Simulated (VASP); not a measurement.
# TiHg3Sb2 (P-3m1) in VASP: notebook, part 2 of 2

VASP 6.6.1.

### 4 Relaxation of cell and atoms, PBE

Input file INCAR:

```
SYSTEM = TiHg3Sb2
PREC = Accurate
ENCUT = 600
EDIFF = 1E-6
ISMEAR = 0
SIGMA = 0.1
LREAL = .False.
LASPH = .True.
NELM = 60
ALGO = Normal
ISIF = 3
LWAVE = .False.
LCHARG = .False.
GGA = PE
IBRION = 2
NSW = 90
EDIFFG = -0.04
```

Input file KPOINTS:

```
regular mesh
0
Gamma
  6 6 2
  0 0 0
```

Input file POSCAR:

```
TiHg3Sb2
1.0
    4.2056647800      0.0000000000      0.0000000000
   -2.1028323900      3.6422125400      0.0000000000
    0.0000000000      0.0000000000     10.2498844000
Ti Hg Sb
1 3 2
Direct
    0.0000000000      0.0000000000      0.0000000000
    0.0000000000      0.0000000000      0.5000000000
    0.3333333300      0.6666666700      0.1517480900
    0.6666666700      0.3333333300      0.8482519100
    0.3333333300      0.6666666700      0.6741914200
    0.6666666700      0.3333333300      0.3258085800
```

Potentials or basis: VASP PAW PBE potentials, release 64 (Ti_sv, Hg, Sb).

Started as:

```bash
cat potpaw_PBE.64/Ti_sv/POTCAR potpaw_PBE.64/Hg/POTCAR potpaw_PBE.64/Sb/POTCAR > POTCAR
mpirun -np 1 vasp_std > vasp.out
```

OUTCAR:

```text
SYSTEM = TiHg3Sb2
   PREC = Accurate
   ENCUT = 600
   EDIFF = 1E-6
   ISMEAR = 0
   LREAL = .False.
   LASPH = .True.
   NELM = 60
   ISIF = 3
   GGA = PE
   IBRION = 2
   NSW = 90
   EDIFFG = -0.04

 ion  position               nearest neighbor table
   1  0.000  0.000  0.000-   3 2.88   4 2.88   4 2.88   3 2.88   4 2.88   3 2.88
   2  0.000  0.000  0.500-   5 3.01   6 3.01   6 3.01   5 3.01   6 3.01   5 3.01
   3  0.333  0.667  0.152-   1 2.88   1 2.88   1 2.88   6 3.01   6 3.01   6 3.01
   4  0.667  0.333  0.848-   1 2.88   1 2.88   1 2.88   5 3.01   5 3.01   5 3.01
   5  0.333  0.667  0.674-   4 3.01   4 3.01   4 3.01   2 3.01   2 3.01   2 3.01
   6  0.667  0.333  0.326-   3 3.01   3 3.01   3 3.01   2 3.01   2 3.01   2 3.01

  LATTYP: Found a hexagonal cell.
 ALAT       =     4.2056647800
 C/A-ratio  =     2.4371615276

  Lattice vectors:

 A1 = (   4.2056647800,   0.0000000000,   0.0000000000)
 A2 = (  -2.1028323900,   3.6422125400,   0.0000000000)
 A3 = (   0.0000000000,   0.0000000000,  10.2498844000)

Analysis of symmetry for initial positions (statically):
=====================================================================
 Subroutine PRICEL returns:
 Original cell was already a primitive cell.

 Routine SETGRP: Setting up the symmetry group for a
[... 160 lines left out ...]

 Free energy of the ion-electron system (eV)
  ---------------------------------------------------
  ext. energy  EPLUGINS =         0.00000000
  ---------------------------------------------------
  free energy    TOTEN  =       -15.08777310 eV

  energy without entropy =      -15.06030449  energy(sigma->0) =      -15.07403879

------------------------ aborting loop because EDIFF is reached ----------------------------------------

  FORCE on cell =-STRESS in cart. coord.  units (eV):
  Direction    XX          YY          ZZ          XY          YZ          ZX
  --------------------------------------------------------------------------------------
  -------------------------------------------------------------------------------------
  Total       -0.7572392     -0.7572392     -2.8014696      0.0000000     -0.0000000      0.0000000
  in kB       -7.7272464     -7.7272464    -28.5875935      0.0000000     -0.0000000      0.0000000
  external PRESSURE =     -14.6806954 kB  Pullay stress =       0.0000000 kB
[... 1154 lines left out ...]
     33       5.8659      0.00000
     34       6.1844      0.00000

[... ionic steps 4 to 17 ...]

--------------------------------------- Ionic step       18  -------------------------------------------

 number of electron      58.0000008 magnetization

------------------------ aborting loop because EDIFF is reached ----------------------------------------
[... 75 lines left out ...]
--------------------------------------- Ionic step       20  -------------------------------------------

 number of electron      58.0000008 magnetization

 Free energy of the ion-electron system (eV)
  ---------------------------------------------------
  ext. energy  EPLUGINS =         0.00000000
  ---------------------------------------------------
  free energy    TOTEN  =       -15.76935792 eV

  energy without entropy =      -15.75287211  energy(sigma->0) =      -15.76111501

 E-fermi :   4.5802     XC(G=0):  -9.8734

 val. band max:        4.5397691199   @ k =   0.0000   0.0000   0.5000
 cond. band min:       4.6069426016   @ k =   0.1667   0.1667   0.0000
 fundamental gap:      0.0671734816
 Fermi energy:         4.5802311490
[... 549 lines left out ...]
  FREE ENERGIE OF THE ION-ELECTRON SYSTEM (eV)
  ---------------------------------------------------
  free  energy   TOTEN  =       -15.7693579159 eV

  energy  without entropy=      -15.7528721118  energy(sigma->0) =      -15.76111501

 reached required accuracy - stopping structural energy minimisation
```

It took 15 min on 1 thread of Intel Xeon 6975P-C (Granite Rapids), shared host; peak memory 0.41 GiB.

What came out:

* Free energy: -15.7694 eV
* Relaxed volume: 27.08 Å³/atom
* Relaxed cell: a = 4.522 Å, b = 4.522 Å, c = 9.177 Å, α = 90.00°, β = 90.00°, γ = 120.00°
* Space group after relaxing (to 0.1 Å): P-3m1 (No. 164)
* Energy gained by relaxing: 113.6 meV/atom
* Ionic steps: 20
* Pressure after relaxing: 0.0 GPa
* Largest force after relaxing: 0.017 eV/Å
* Band gap on the k mesh: zero (bands 29 and 30 overlap by 0.90 eV)

Forces in eV/Å, atoms in the order of the input:
```
Ti   0.000  0.000  0.000
Hg   0.000  0.000  0.000
Hg   0.000  0.000 -0.017
Hg   0.000  0.000  0.017
Sb   0.000  0.000 -0.011
Sb   0.000  0.000  0.011
```

The path:
| step | energy change (eV) | largest force (eV/Å) | pressure (GPa) | volume (Å³) |
| --- | --- | --- | --- | --- |
| 1 | 0.0000 | 0.7622 | -1.47 | 157.01 |
| 2 | -0.0962 | 0.7334 | 0.50 | 151.61 |
| 3 | -0.1194 | 0.6637 | 2.34 | 147.52 |
| 4 | -0.1768 | 0.5727 | 2.27 | 147.63 |
| 5 | -0.3151 | 0.3445 | 2.29 | 147.88 |
| 6 | -0.4810 | 0.4507 | 2.93 | 147.83 |
| 7 | -0.1425 | 1.0766 | 6.69 | 145.51 |
| 8 | -0.5172 | 0.4485 | 3.15 | 147.56 |
| 9 | -0.5878 | 0.2851 | -1.67 | 159.81 |
| 10 | -0.6061 | 0.3300 | -0.34 | 155.76 |
| 11 | -0.6225 | 0.2534 | -0.28 | 155.89 |
| 12 | -0.6509 | 0.1420 | -0.03 | 156.26 |
| 13 | -0.6532 | 0.1250 | 0.11 | 156.40 |
| 14 | -0.6615 | 0.1146 | 0.10 | 157.27 |
| 15 | -0.6752 | 0.0832 | 0.09 | 159.56 |
| 16 | -0.6686 | 0.0336 | 0.34 | 163.99 |
| 17 | -0.6782 | 0.0489 | 0.17 | 161.13 |
| 18 | -0.6772 | 0.0922 | -0.66 | 164.39 |
| 19 | -0.6797 | 0.0664 | -0.20 | 162.55 |
| 20 | -0.6816 | 0.0170 | 0.04 | 162.49 |

Final structure:
```
Ti Hg Sb
1.0
     4.52183    0.00000    0.00000
    -2.26092    3.91602    0.00000
     0.00000    0.00000    9.17650
Ti Hg Sb
1 3 2
Direct
  0.00000 0.00000 0.00000
  0.00000 0.00000 0.50000
  0.33333 0.66667 0.13046
  0.66667 0.33333 0.86954
  0.33333 0.66667 0.74153
  0.66667 0.33333 0.25847
```

Levels at points of the mesh, in eV from the Fermi level:
```
           k point  band 25  band 26  band 27  band 28  band 29  band 30  band 31  band 32  band 33  band 34
(0.00, 0.00, 0.00)    -1.26    -1.26     0.04     0.20     0.20     0.28     0.28     0.33     1.42     1.42
(0.50, 0.00, 0.00)    -3.27    -2.02    -1.65    -1.50    -0.41     0.29     0.49     0.60     1.19     1.46
(0.00, 0.00, 0.50)    -1.28    -1.18    -0.04     0.25     0.25     0.33     0.33     0.88     1.28     1.28
(0.50, 0.00, 0.50)    -2.30    -2.20    -1.85    -1.77    -1.39     0.49     0.54     0.82     1.05     1.07
```

Caveat: spin-orbit coupling is left out, which moves the levels of the heavy elements.

### 5 Single point, PBE

This run uses another cell than the first one, of 26.93 Å³/atom.

Input file INCAR:

```
SYSTEM = TiHg3Sb2
PREC = Accurate
ENCUT = 520
EDIFF = 1E-7
ISMEAR = 0
SIGMA = 0.1
LREAL = .FALSE.
LASPH = .TRUE.
NELM = 60
ALGO = Fast
ISIF = 2
LWAVE = .FALSE.
LCHARG = .FALSE.
GGA = PE
NBANDS = 38
```

Input file KPOINTS:

```
regular mesh
0
G
  12 12 4
  0 0 0
```

Input file POSCAR:

```
TiHg3Sb2
1.0
    4.5127158741      0.0000000000      0.0000000000
   -2.2563579370      3.9081265870      0.0000000000
    0.0000000000      0.0000000000      9.1626592526
Ti Hg Sb
1 3 2
Direct
    0.0000000000      0.0000000000      0.0000000000
    0.0000000000      0.0000000000      0.5000000000
    0.3333333333      0.6666666667      0.1306013888
    0.6666666667      0.3333333333      0.8693986112
    0.3333333333      0.6666666667      0.7402489121
    0.6666666667      0.3333333333      0.2597510879
```

Potentials or basis: VASP PAW PBE potentials, release 64 (Ti_sv, Hg, Sb).

Started as:

```bash
cat potpaw_PBE.64/Ti_sv/POTCAR potpaw_PBE.64/Hg/POTCAR potpaw_PBE.64/Sb/POTCAR > POTCAR
mpirun -np 1 vasp_std > vasp.out
```

OUTCAR:

```text
SYSTEM = TiHg3Sb2
   PREC = Accurate
   ENCUT = 520
   EDIFF = 1E-7
   ISMEAR = 0
   LREAL = .FALSE.
   LASPH = .TRUE.
   NELM = 60
   ISIF = 2
   GGA = PE

 ion  position               nearest neighbor table
   1  0.000  0.000  0.000-   3 2.87   4 2.87   3 2.87   4 2.87   4 2.87   3 2.87
   2  0.000  0.000  0.500-   5 3.41   6 3.41   5 3.41   6 3.41   6 3.41   5 3.41
   3  0.333  0.667  0.131-   6 2.86   6 2.86   6 2.86   1 2.87   1 2.87   1 2.87   4 3.54   4 3.54
                             4 3.54   5 3.58
   4  0.667  0.333  0.869-   5 2.86   5 2.86   5 2.86   1 2.87   1 2.87   1 2.87   3 3.54   3 3.54
                             3 3.54   6 3.58
   5  0.333  0.667  0.740-   4 2.86   4 2.86   4 2.86   2 3.41   2 3.41   2 3.41   3 3.58
   6  0.667  0.333  0.260-   3 2.86   3 2.86   3 2.86   2 3.41   2 3.41   2 3.41   4 3.58

  LATTYP: Found a hexagonal cell.
 ALAT       =     4.5127158741
 C/A-ratio  =     2.0304090725

  Lattice vectors:

 A1 = (   4.5127158741,   0.0000000000,   0.0000000000)
 A2 = (  -2.2563579370,   3.9081265870,   0.0000000000)
 A3 = (   0.0000000000,   0.0000000000,   9.1626592526)

Analysis of symmetry for initial positions (statically):
=====================================================================
 Subroutine PRICEL returns:
 Original cell was already a primitive cell.

 Routine SETGRP: Setting up the symmetry group for a
 hexagonal supercell.

 Subroutine GETGRP returns: Found 12 space group operations
 (whereof 12 operations were pure point group operations)
 out of a pool of 24 trial point group operations.

The static configuration has the point symmetry D_3d.

Analysis of symmetry for dynamics (positions and initial velocities):
=====================================================================
 Subroutine PRICEL returns:
 Original cell was already a primitive cell.

 Routine SETGRP: Setting up the symmetry group for a
 hexagonal supercell.

 Subroutine GETGRP returns: Found 12 space group operations
 (whereof 12 operations were pure point group operations)
 out of a pool of 24 trial point group operations.

The dynamic configuration has the point symmetry D_3d.

 Subroutine INISYM returns: Found 12 space group operations
 (whereof 12 operations are pure point group operations),
 and found     1 'primitive' translations

----------------------------------------------------------------------------------------

                                     Primitive cell

  volume of cell :     161.5951

  direct lattice vectors                    reciprocal lattice vectors
     4.512715874  0.000000000  0.000000000     0.221596047  0.127938538  0.000000000
    -2.256357937  3.908126587  0.000000000     0.000000000  0.255877075  0.000000000
     0.000000000  0.000000000  9.162659253     0.000000000  0.000000000  0.109138621

  length of vectors
     4.512715874  4.512715874  9.162659253     0.255877075  0.255877075  0.109138621

  position of ions in fractional coordinates (direct lattice)
     0.000000000  0.000000000  0.000000000
     0.000000000  0.000000000  0.500000000
     0.333333333  0.666666667  0.130601389
     0.666666667  0.333333333  0.869398611
     0.333333333  0.666666667  0.740248912
     0.666666667  0.333333333  0.259751088

  ion indices of the primitive-cell ions
   primitive index   ion index
                 1           1
                 2           2
[... 38 lines left out ...]
  0.416667  0.000000  0.000000      6.000000
[... 16 lines left out ...]
  0.166667  0.000000  0.250000      6.000000
  0.000000  0.166667  0.250000      6.000000
 [... further k-points ...]
   k-points           NKPTS =     69   k-points in BZ     NKDIM =     69   number of bands    NBANDS=     38
   number of dos      NEDOS =    301   number of ions     NIONS =      6
   total plane-waves  NPLWV =  90720
   dimension x,y,z NGX =    36 NGY =   36 NGZ =   70
   dimension x,y,z NGXF=    72 NGYF=   72 NGZF=  140
   ions per type =               1   3   2
   NGX,Y,Z   is equivalent  to a cutoff of  13.26, 13.26, 12.70 a.u.
   NGXF,Y,Z  is equivalent  to a cutoff of  26.52, 26.52, 25.40 a.u.
 SYSTEM =  TiHg3Sb2
   PREC   = accura    normal or accurate (medium, high low for compatibility)
   ISTART =      0    job   : 0-new  1-cont  2-samecut
   ICHARG =      2    charge: 1-file 2-atom 10-const
   ISPIN  =      1    spin polarized calculation?
   LNONCOLLINEAR =      F non collinear calculations
   LSORBIT =      F    spin-orbit coupling
   LASPH  =      T    aspherical Exc in radial PAW
   ENCUT  =  520.0 eV  38.22 Ry    6.18 a.u.   8.39  8.39 17.04*2*pi/ulx,y,z
   NELM   =     60;   NELMIN=  2; NELMDL= -5     # of ELM steps
   EDIFF  = 0.1E-06   stopping-criterion for ELM
   LREAL  =      F    real-space projection
   EDIFFG = 0.1E-05   stopping-criterion for IOM
   NSW    =      0    number of steps for IOM
   IBRION =     -1    ionic relax: 0-MD 1-quasi-New 2-CG
   NFREE  =      0    steps in history (QN), initial steepest desc. (CG)
   ISIF   =      2    stress and relaxation
   ISYM   =      2    0-nonsym 1-usesym 2-fastsym
   POTIM  = 0.5000    time-step for ionic-motion
   TEBEG  =    0.0;   TEEND  =   0.0 temperature during run
   PSTRESS=    0.0 pullay stress
   NELECT =      58.0000    total number of electrons
   NUPDOWN=      -1.0000    fix difference up-down
   EMIN   =  10.00;   EMAX   =-10.00  energy-range for DOS
   EFERMI =   0.00;   METHOD = LEGACY
   ISMEAR =     0;   SIGMA  =   0.10  broadening in eV -4-tet -1-fermi 0-gaus
   EFERMI_NEDOS =   21; number of points for ismear=-14 and -15
   IALGO  =     68    algorithm
   IMIX   =      4    mixing-type and parameters
     AMIX     =   0.40;   BMIX     =  1.00
     AMIX_MAG =   1.60;   BMIX_MAG =  1.00
  volume/ion in A,a.u.               =      26.93       181.75
  Fermi-wavevector in a.u.,A,eV,Ry     =   1.163433  2.198570 18.416530  1.353577
  Thomas-Fermi vector in A             =   2.299983
   LORBIT       =      0    0 simple, 1 ext, 2 COOP (PROOUT), +10 PAW based schemes
   GGA     = PE    functional components
   LHFCALC =     F    Hartree Fock is set to
   AEXX    =    0.0000 exact exchange contribution
   IVDW    =     0    specifies the selected vdW correction
   LEPSILON=     F    determine dielectric tensor
   LRPA    =     F    only Hartree local field effects (RPA)
 non-spin polarized calculation
 RMM-DIIS sequential band-by-band and
 Gauss-broadening in eV      SIGMA  =   0.10
  energy-cutoff  :      520.00
  volume of cell :      161.60
 maximum number of plane-waves:      4414
 NGX is ok and might be reduce to    36
   NGX = 17   NGY = 17   NGZ = 35

 number of electron      58.0000003 magnetization

 Free energy of the ion-electron system (eV)
  ---------------------------------------------------
  ext. energy  EPLUGINS =         0.00000000
  ---------------------------------------------------
  free energy    TOTEN  =       -15.80914225 eV

  energy without entropy =      -15.79549824  energy(sigma->0) =      -15.80232024

 E-fermi :   4.5614     XC(G=0):  -9.9042

 val. band max:        4.5526107483   @ k =   0.1667   0.0000   0.5000
 cond. band min:       4.5643711452   @ k =   0.2500   0.2500   0.0000
 fundamental gap:      0.0117603969
 Fermi energy:         4.5613602528

 k-point     1 :       0.0000    0.0000    0.0000
  band No.  band energies     occupation
      1     -53.1081      2.00000
      2     -29.3813      2.00000
      3     -29.3685      2.00000
      4     -29.3685      2.00000
      5      -6.3180      2.00000
      6      -5.7185      2.00000
[... 973 lines left out ...]
     37       8.3705      0.00000
     38       8.5663      0.00000

 [... further k-points ...]

------------------------ aborting loop because EDIFF is reached ----------------------------------------

  FORCE on cell =-STRESS in cart. coord.  units (eV):
  Direction    XX          YY          ZZ          XY          YZ          ZX
  --------------------------------------------------------------------------------------
  -------------------------------------------------------------------------------------
  Total        0.1480607      0.1480607      0.1015031      0.0000000      0.0000000     -0.0000000
  in kB        1.4679873      1.4679873      1.0063793      0.0000000      0.0000000     -0.0000000
  external PRESSURE =       1.3141180 kB  Pullay stress =       0.0000000 kB

 VOLUME and BASIS-vectors are now :
 -----------------------------------------------------------------------------
  energy-cutoff  :      520.00
  volume of cell :      161.60
      direct lattice vectors                 reciprocal lattice vectors
     4.512715874  0.000000000  0.000000000     0.221596047  0.127938538  0.000000000
    -2.256357937  3.908126587  0.000000000     0.000000000  0.255877075  0.000000000
     0.000000000  0.000000000  9.162659253     0.000000000  0.000000000  0.109138621

 POSITION                                       TOTAL-FORCE (eV/Angst)
 -----------------------------------------------------------------------------------
      0.00000      0.00000      0.00000        -0.000000      0.000000      0.000000
      0.00000      0.00000      4.58133        -0.000000      0.000000      0.000000
     -0.00000      2.60542      1.19666        -0.000000     -0.000000      0.012900
      2.25636      1.30271      7.96600         0.000000      0.000000     -0.012900
     -0.00000      2.60542      6.78265        -0.000000      0.000000     -0.019779
      2.25636      1.30271      2.38001         0.000000     -0.000000      0.019779
 -----------------------------------------------------------------------------------
    total drift:                                0.000000     -0.000000     -0.000000

  FREE ENERGIE OF THE ION-ELECTRON SYSTEM (eV)
  ---------------------------------------------------
  free  energy   TOTEN  =       -15.8091422507 eV

  energy  without entropy=      -15.7954982378  energy(sigma->0) =      -15.80232024
```

OSZICAR:

```text
N       E                     dE             d eps       ncg     rms          rms(c)
DAV:   1     0.508753468391E+03    0.50875E+03   -0.26280E+04  5252   0.144E+03
DAV:   2     0.162306127866E+02   -0.49252E+03   -0.47757E+03  5586   0.384E+02
DAV:   3    -0.169311788043E+02   -0.33162E+02   -0.32474E+02  7312   0.991E+01
[... 25 lines left out ...]
RMM:  29    -0.158091417945E+02   -0.21297E-06   -0.23159E-06  4997   0.358E-03    0.541E-03
RMM:  30    -0.158091419668E+02   -0.17234E-06   -0.18047E-06  5372   0.366E-03    0.457E-03
RMM:  31    -0.158091420605E+02   -0.93621E-07   -0.12708E-06  5575   0.381E-03    0.248E-03
RMM:  32    -0.158091421663E+02   -0.10585E-06   -0.10679E-06  5403   0.373E-03    0.939E-04
RMM:  33    -0.158091422507E+02   -0.84366E-07   -0.70365E-07  4908   0.328E-03
   1 F= -.15809142E+02 E0= -.15802320E+02  d E =-.136440E-01
```

Wall time 10 min (1 thread of Intel Xeon 6975P-C (Granite Rapids), shared host); peak memory 0.58 GiB.

What came out:

| Property | Result |
| --- | --- |
| Free energy | -15.8091 eV |
| Pressure | 0.1 GPa |
| Largest force | 0.020 eV/Å |
| Band gap on the k mesh | zero (bands 29 and 30 overlap by 0.91 eV) |

Forces on the atoms (eV/Å):
```
Ti   0.000  0.000  0.000
Hg   0.000  0.000  0.000
Hg   0.000  0.000  0.013
Hg   0.000  0.000 -0.013
Sb   0.000  0.000 -0.020
Sb   0.000  0.000  0.020
```

Levels at points of the mesh, in eV from the Fermi level:
```csv
k point,band 26,band 27,band 28,band 29,band 30,band 31,band 32,band 33
"(0.00, 0.00, 0.00)",-1.20,0.08,0.27,0.27,0.32,0.32,0.44,1.48
"(0.50, 0.00, 0.00)",-1.95,-1.58,-1.45,-0.35,0.35,0.53,0.64,1.23
"(0.00, 0.00, 0.50)",-1.09,-0.01,0.29,0.29,0.42,0.42,0.97,1.33
"(0.50, 0.00, 0.50)",-2.13,-1.79,-1.68,-1.34,0.53,0.57,0.89,1.09
```

Caveat: spin-orbit coupling is left out, which moves the levels of the heavy elements.

### 6 The runs side by side

```csv
task,cell,k mesh,cutoff (eV),gap on the mesh (eV),pressure (GPa),largest force (eV/Å)
single point,"a = 4.206, b = 4.206, c = 10.250 Å, angles 90.0, 90.0, 120.0°, 6 atoms, atomic positions A",6 × 6 × 2,520,none,-1.5,0.76
single point,"a = 4.527, b = 4.527, c = 9.020 Å, angles 90.0, 90.0, 120.0°, 6 atoms, atomic positions B",6 × 6 × 2,520,none,0.2,0.04
relaxation of cell and atoms,"relaxed from a = 4.206, b = 4.206, c = 10.250 Å, angles 90.0, 90.0, 120.0°, 6 atoms, atomic positions A",6 × 6 × 2,600,none,0.0,0.02
single point,"a = 4.513, b = 4.513, c = 9.163 Å, angles 90.0, 90.0, 120.0°, 6 atoms, atomic positions C",12 × 12 × 4,520,none,0.1,0.02
```

Alike in all rows: level PBE; potentials or basis VASP PAW PBE potentials, release 64 (Ti_sv, Hg, Sb); no spin polarisation; smearing gaussian 0.1 eV.

Caveats: spin-orbit coupling is left out, which moves the levels of the heavy elements.

Total energies depend on the potentials used, so only differences within one code and one set of settings carry meaning.

The gap in the log of VASP goes by the Fermi energy; the results here count the filled bands.